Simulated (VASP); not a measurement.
# Ga2O3 in VASP: a series of runs

Ga2O3 is run at these levels: PBE; tasks: single point.

Everything below comes from runs of VASP 6.6.1. Logs are shortened: lines on timing, memory, paths and dates and some standing lists are left out, and cuts for length are marked.

### Step 1. The cell of the first run

The typed cell holds 5 atoms: a = 4.666 Å, b = 4.666 Å, c = 4.666 Å, α = 124.61°, β = 124.61°, γ = 82.19°.

The cell was built from a structure type or drawn by symmetry, and may not be a known phase.

### Step 2. Single point, PBE

The input, INCAR:

```
ALGO     = Normal         # electronic algorithm
EDIFF    = 1E-6           # SCF threshold, eV
ENCUT    = 520            # plane-wave cutoff, eV
GGA      = PE             # functional
ISIF     = 2              # what is computed and relaxed
ISMEAR   = 0              # smearing method
LASPH    = T              # aspherical terms in the spheres
LCHARG   = F              # write CHGCAR
LREAL    = F              # projectors in reciprocal space
LWAVE    = F              # write WAVECAR
NBANDS   = 30             # bands
NELM     = 60             # most SCF steps
PREC     = Accurate       # precision mode
SIGMA    = 0.1            # smearing width, eV
```

The input, KPOINTS:

```
k-points
0
Gamma
  6 6 6
```

The input, POSCAR:

```
Ga2O3
1.0
   -2.1686587673      2.1686587673      3.5163889359
    2.1686587673     -2.1686587673      3.5163889359
    2.1686587673      2.1686587673     -3.5163889359
Ga O
2 3
Direct
    0.9765958268      0.4765958268      0.5000000000
    0.4765958268      0.9765958268      0.5000000000
    0.4765763095      0.4765763095      0.0000000000
    0.2265910135      0.7265910135      0.5000000000
    0.7265910135      0.2265910135      0.5000000000
```

Potentials or basis: VASP PAW PBE potentials, release 64 (Ga_d, O).

Run with:

```sh
> cat potpaw_PBE.64/Ga_d/POTCAR potpaw_PBE.64/O/POTCAR > POTCAR
> mpirun -np 1 vasp_std > vasp.out
```

OUTCAR:

```text
EDIFF = 1E-6
   ENCUT = 520
   GGA = PE
   ISIF = 2
   ISMEAR = 0
   LASPH = T
   LREAL = F
   NELM = 60
   PREC = Accurate

 ion  position               nearest neighbor table
   1  0.977  0.477  0.500-   4 1.76   5 1.76   3 2.17   3 2.17
   2  0.477  0.977  0.500-   5 1.76   4 1.76   3 2.17   3 2.17
   3  0.477  0.477  0.000-   1 2.17   2 2.17   1 2.17   2 2.17
   4  0.227  0.727  0.500-   1 1.76   2 1.76
   5  0.727  0.227  0.500-   2 1.76   1 1.76

  LATTYP: Found a body centered tetragonal cell.
 ALAT       =     4.3373175346
 C/A-ratio  =     1.6214579209

  Lattice vectors:

 A1 = (  -2.1686587673,   2.1686587673,   3.5163889359)
 A2 = (   2.1686587673,  -2.1686587673,   3.5163889359)
 A3 = (   2.1686587673,   2.1686587673,  -3.5163889359)

Analysis of symmetry for initial positions (statically):
=====================================================================
 Subroutine PRICEL returns:
 Original cell was already a primitive cell.

 Routine SETGRP: Setting up the symmetry group for a
 body centered tetragonal supercell.

 Subroutine GETGRP returns: Found  8 space group operations
 (whereof  8 operations were pure point group operations)
 out of a pool of 16 trial point group operations.

The static configuration has the point symmetry C_4v.

Analysis of symmetry for dynamics (positions and initial velocities):
=====================================================================
 Subroutine PRICEL returns:
 Original cell was already a primitive cell.

 Routine SETGRP: Setting up the symmetry group for a
 body centered tetragonal supercell.

 Subroutine GETGRP returns: Found  8 space group operations
 (whereof  8 operations were pure point group operations)
 out of a pool of 16 trial point group operations.

The dynamic configuration has the point symmetry C_4v.

 Subroutine INISYM returns: Found  8 space group operations
 (whereof  8 operations are pure point group operations),
 and found     1 'primitive' translations

----------------------------------------------------------------------------------------

                                     Primitive cell

  volume of cell :      66.1514

  direct lattice vectors                    reciprocal lattice vectors
    -2.168658767  2.168658767  3.516388936     0.000000000  0.230557249  0.142191324
     2.168658767 -2.168658767  3.516388936     0.230557249  0.000000000  0.142191324
     2.168658767  2.168658767 -3.516388936     0.230557249  0.230557249  0.000000000

  length of vectors
     4.665956799  4.665956799  4.665956799     0.270878235  0.270878235  0.326057189

  position of ions in fractional coordinates (direct lattice)
     0.976595827  0.476595827  0.500000000
     0.476595827  0.976595827  0.500000000
     0.476576309  0.476576309  0.000000000
     0.226591013  0.726591013  0.500000000
     0.726591013  0.226591013  0.500000000

  ion indices of the primitive-cell ions
   primitive index   ion index
                 1           1
                 2           2
                 3           3
                 4           4
                 5           5

----------------------------------------------------------------------------------------

 KPOINTS: k-points

Automatic generation of k-mesh.
 Grid dimensions read from file:
 generate k-points for:    6    6    6

 Generating k-lattice:

  Cartesian coordinates                     Fractional coordinates (reciprocal lattice)
     0.000000000  0.038426208  0.023698554     0.166666667  0.000000000  0.000000000
     0.038426208  0.000000000  0.023698554     0.000000000  0.166666667  0.000000000
     0.038426208  0.038426208  0.000000000     0.000000000  0.000000000  0.166666667

  Length of vectors
     0.045146372  0.045146372  0.054342865

  Shift w.r.t. Gamma in fractional coordinates (k-lattice)
     0.000000000  0.000000000  0.000000000

 Subroutine IBZKPT returns following result:
 ===========================================

 Found     30 irreducible k-points:

 Following reciprocal coordinates:
            Coordinates               Weight
  0.000000  0.000000  0.000000      1.000000
  0.166667  0.000000 -0.000000      8.000000
  0.333333  0.000000 -0.000000      8.000000
  0.500000 -0.000000  0.000000      4.000000
  0.166667  0.166667 -0.000000      8.000000
  0.333333  0.166667 -0.000000     16.000000
[... 16 lines left out ...]
 -0.333333 -0.333333  0.166667      8.000000
 -0.166667 -0.333333  0.166667      8.000000
 [... further k-points ...]
   k-points           NKPTS =     30   k-points in BZ     NKDIM =     30   number of bands    NBANDS=     30
   number of dos      NEDOS =    301   number of ions     NIONS =      5
   total plane-waves  NPLWV =  46656
   dimension x,y,z NGX =    36 NGY =   36 NGZ =   36
   dimension x,y,z NGXF=    72 NGYF=   72 NGZF=   72
   ions per type =               2   3
   NGX,Y,Z   is equivalent  to a cutoff of  12.83, 12.83, 12.83 a.u.
   NGXF,Y,Z  is equivalent  to a cutoff of  25.65, 25.65, 25.65 a.u.
 SYSTEM =  unknown system
   PREC   = accura    normal or accurate (medium, high low for compatibility)
   ISTART =      0    job   : 0-new  1-cont  2-samecut
   ICHARG =      2    charge: 1-file 2-atom 10-const
   ISPIN  =      1    spin polarized calculation?
   LNONCOLLINEAR =      F non collinear calculations
   LSORBIT =      F    spin-orbit coupling
   LASPH  =      T    aspherical Exc in radial PAW
   ENCUT  =  520.0 eV  38.22 Ry    6.18 a.u.   8.68  8.68  8.68*2*pi/ulx,y,z
   NELM   =     60;   NELMIN=  2; NELMDL= -5     # of ELM steps
   EDIFF  = 0.1E-05   stopping-criterion for ELM
   LREAL  =      F    real-space projection
   EDIFFG = 0.1E-04   stopping-criterion for IOM
   NSW    =      0    number of steps for IOM
   IBRION =     -1    ionic relax: 0-MD 1-quasi-New 2-CG
   NFREE  =      0    steps in history (QN), initial steepest desc. (CG)
   ISIF   =      2    stress and relaxation
   ISYM   =      2    0-nonsym 1-usesym 2-fastsym
   POTIM  = 0.5000    time-step for ionic-motion
   TEBEG  =    0.0;   TEEND  =   0.0 temperature during run
   PSTRESS=    0.0 pullay stress
   NELECT =      44.0000    total number of electrons
   NUPDOWN=      -1.0000    fix difference up-down
   EMIN   =  10.00;   EMAX   =-10.00  energy-range for DOS
   EFERMI =   0.00;   METHOD = LEGACY
   ISMEAR =     0;   SIGMA  =   0.10  broadening in eV -4-tet -1-fermi 0-gaus
   EFERMI_NEDOS =   21; number of points for ismear=-14 and -15
   IALGO  =     38    algorithm
   IMIX   =      4    mixing-type and parameters
     AMIX     =   0.40;   BMIX     =  1.00
     AMIX_MAG =   1.60;   BMIX_MAG =  1.00
  volume/ion in A,a.u.               =      13.23        89.28
  Fermi-wavevector in a.u.,A,eV,Ry     =   1.429045  2.700504 27.785409  2.042170
  Thomas-Fermi vector in A             =   2.549041
   LORBIT       =      0    0 simple, 1 ext, 2 COOP (PROOUT), +10 PAW based schemes
   GGA     = PE    functional components
   LHFCALC =     F    Hartree Fock is set to
   AEXX    =    0.0000 exact exchange contribution
   IVDW    =     0    specifies the selected vdW correction
   LEPSILON=     F    determine dielectric tensor
   LRPA    =     F    only Hartree local field effects (RPA)
 non-spin polarized calculation
 Gauss-broadening in eV      SIGMA  =   0.10
  energy-cutoff  :      520.00
  volume of cell :       66.15
 maximum number of plane-waves:      1804
   NGX = 17   NGY = 17   NGZ = 17

 number of electron      43.9999997 magnetization

 Free energy of the ion-electron system (eV)
  ---------------------------------------------------
  ext. energy  EPLUGINS =         0.00000000
  ---------------------------------------------------
  free energy    TOTEN  =       -24.92433103 eV

  energy without entropy =      -24.91546557  energy(sigma->0) =      -24.91989830

 E-fermi :   2.4006     XC(G=0): -10.3336

 val. band max:        2.3813877740   @ k =   0.1667   0.0000  -0.0000
 cond. band min:       2.4197922463   @ k =   0.5000   0.5000   0.0000
 fundamental gap:      0.0384044722
 Fermi energy:         2.4006380212

 k-point     1 :       0.0000    0.0000    0.0000
  band No.  band energies     occupation
      1     -16.5270      2.00000
      2     -14.7351      2.00000
      3     -14.6118      2.00000
      4     -12.2252      2.00000
      5     -11.9429      2.00000
      6     -11.7554      2.00000
[... 22 lines left out ...]
     29      13.2176      0.00000
     30      15.3408      0.00000

 k-point     2 :       0.1667    0.0000   -0.0000
  band No.  band energies     occupation
      1     -16.4230      2.00000
      2     -14.9009      2.00000
      3     -14.5776      2.00000
      4     -12.0621      2.00000
      5     -11.9275      2.00000
      6     -11.7505      2.00000
[... 22 lines left out ...]
     29      13.1093      0.00000
     30      15.4633      0.00000

 k-point     3 :       0.3333    0.0000   -0.0000
  band No.  band energies     occupation
      1     -16.1365      2.00000
      2     -15.2840      2.00000
      3     -14.5021      2.00000
      4     -11.8838      2.00000
      5     -11.8516      2.00000
      6     -11.7565      2.00000
[... 22 lines left out ...]
     29      13.0674      0.00000
     30      14.9183      0.00000

 k-point     4 :       0.5000   -0.0000    0.0000
  band No.  band energies     occupation
      1     -15.7610      2.00000
      2     -15.6980      2.00000
      3     -14.4600      2.00000
      4     -11.8680      2.00000
      5     -11.8242      2.00000
      6     -11.8153      2.00000
[... 22 lines left out ...]
     29      13.0166      0.00000
     30      15.1544      0.00000

 k-point     5 :       0.1667    0.1667   -0.0000
  band No.  band energies     occupation
      1     -16.2099      2.00000
      2     -15.2265      2.00000
      3     -14.5440      2.00000
      4     -11.9152      2.00000
      5     -11.8216      2.00000
      6     -11.7502      2.00000
[... 22 lines left out ...]
     29      13.3865      0.00000
     30      15.3415      0.00000
[... 526 lines left out ...]
     29      13.5626      0.00000
     30      14.9071      0.00000

 k-point    22 :      -0.1667    0.5000    0.1667
  band No.  band energies     occupation
      1     -15.8755      2.00000
      2     -15.5386      2.00000
      3     -14.5216      2.00000
      4     -11.8866      2.00000
      5     -11.8819      2.00000
      6     -11.7990      2.00000
[... 22 lines left out ...]
     29      13.1466      0.00000
     30      14.6999      0.00000

 k-point    23 :      -0.3333   -0.3333    0.1667
  band No.  band energies     occupation
      1     -15.8173      2.00000
      2     -15.6102      2.00000
      3     -14.5729      2.00000
      4     -11.9198      2.00000
      5     -11.8885      2.00000
      6     -11.7830      2.00000
[... 22 lines left out ...]
     29      13.9006      0.00000
     30      14.6619      0.00000

 k-point    24 :      -0.1667   -0.3333    0.1667
  band No.  band energies     occupation
      1     -15.9800      2.00000
      2     -15.5303      2.00000
      3     -14.5920      2.00000
      4     -11.9258      2.00000
      5     -11.7904      2.00000
      6     -11.7664      2.00000
[... 22 lines left out ...]
     29      13.3666      0.00000
     30      14.6401      0.00000

 [... further k-points ...]
[... 5 lines left out ...]
  --------------------------------------------------------------------------------------
  -------------------------------------------------------------------------------------
  Total        0.0357513      0.0357513      0.0355877      0.0000000     -0.0000000      0.0000000
  in kB        0.8658918      0.8658918      0.8619282      0.0000000     -0.0000000      0.0000000
  external PRESSURE =       0.8645706 kB  Pullay stress =       0.0000000 kB

 VOLUME and BASIS-vectors are now :
 -----------------------------------------------------------------------------
  energy-cutoff  :      520.00
  volume of cell :       66.15
      direct lattice vectors                 reciprocal lattice vectors
    -2.168658767  2.168658767  3.516388936     0.000000000  0.230557249  0.142191324
     2.168658767 -2.168658767  3.516388936     0.230557249  0.000000000  0.142191324
     2.168658767  2.168658767 -3.516388936     0.230557249  0.230557249  0.000000000

 POSITION                                       TOTAL-FORCE (eV/Angst)
 -----------------------------------------------------------------------------------
      0.00000      2.16866      3.35179         0.000000     -0.000000     -0.001203
      2.16866      0.00000      3.35179        -0.000000      0.000000     -0.001203
      0.00000      0.00000      3.35166        -0.000000     -0.000000      0.000337
      2.16866      0.00000      1.59356         0.000000     -0.000000      0.001034
      0.00000      2.16866      1.59356        -0.000000      0.000000      0.001034
 -----------------------------------------------------------------------------------
    total drift:                                0.000005      0.000005     -0.000579

  FREE ENERGIE OF THE ION-ELECTRON SYSTEM (eV)
  ---------------------------------------------------
  free  energy   TOTEN  =       -24.9243310343 eV

  energy  without entropy=      -24.9154655651  energy(sigma->0) =      -24.91989830
```

Run time: 42 s. Hardware: 1 thread of AMD EPYC 9R45 (Zen 5), shared host; peak memory 0.19 GiB.

What came out:

* Free energy: -24.9243 eV
* Pressure: 0.1 GPa
* Band gap on the k mesh: zero (bands 22 and 23 overlap by 0.63 eV)

Levels at points of the mesh, in eV from the Fermi level:
```csv
k point,band 20,band 21,band 22,band 23,band 24,band 25
"(0.00, 0.00, 0.00)",-1.42,-1.18,-1.18,-0.61,5.24,5.24
"(0.50, 0.00, 0.00)",-1.51,-0.86,-0.26,2.50,3.00,4.93
"(0.50, 0.50, 0.00)",-0.96,-0.53,0.02,1.14,3.73,6.64
"(0.50, 0.50, 0.50)",-1.03,-0.69,-0.69,3.05,3.10,6.13
```

### Step 3. Single point, PBE

The input, INCAR:

```
  PREC = Accurate
  ENCUT = 520
  EDIFF = 1E-6
  ISMEAR = 0
  SIGMA = 0.1
  LREAL = False
  LASPH = True
  NELM = 100
  ALGO = Normal
  ISIF = 2
  LWAVE = False
  LCHARG = False
  GGA = PE
  NBANDS = 30
```

The input, KPOINTS:

```
regular mesh
0
Gamma
  12 12 12
```

The input, POSCAR:

```
Ga2O3
1.0
   -2.1686587673      2.1686587673      3.5163889359
    2.1686587673     -2.1686587673      3.5163889359
    2.1686587673      2.1686587673     -3.5163889359
Ga O
2 3
Direct
    0.5000000000      0.0000000000      0.5000000000
    0.0000000000      0.5000000000      0.5000000000
    0.0000000000      0.0000000000      0.0000000000
    0.7500000000      0.2500000000      0.5000000000
    0.2500000000      0.7500000000      0.5000000000
```

Potentials or basis: VASP PAW PBE potentials, release 64 (Ga_d, O).

Run with:

```sh
> cat potpaw_PBE.64/Ga_d/POTCAR potpaw_PBE.64/O/POTCAR > POTCAR
> mpirun -np 1 vasp_std > vasp.out
```

Run time: 3.3 min. Hardware: 1 thread of AMD EPYC 9R45 (Zen 5), shared host; peak memory 0.36 GiB.

The run converged. Its results:

* Free energy: -24.9309 eV
* Pressure: 0.1 GPa
* Band gap on the k mesh: zero (bands 22 and 23 overlap by 0.63 eV)

Levels at points of the mesh, in eV from the Fermi level:
```tsv
k point	band 19	band 20	band 21	band 22	band 23	band 24	band 25	band 26
(0.00, 0.00, 0.00)	-1.95	-1.43	-1.19	-1.19	-0.61	5.24	5.24	7.88
(0.50, 0.00, 0.00)	-1.82	-1.51	-0.87	-0.26	2.50	2.99	4.92	7.83
(0.50, 0.50, 0.00)	-1.14	-0.97	-0.54	0.02	1.13	3.72	6.63	6.68
(0.50, 0.50, 0.50)	-1.18	-1.03	-0.70	-0.70	3.04	3.10	6.12	6.12
```
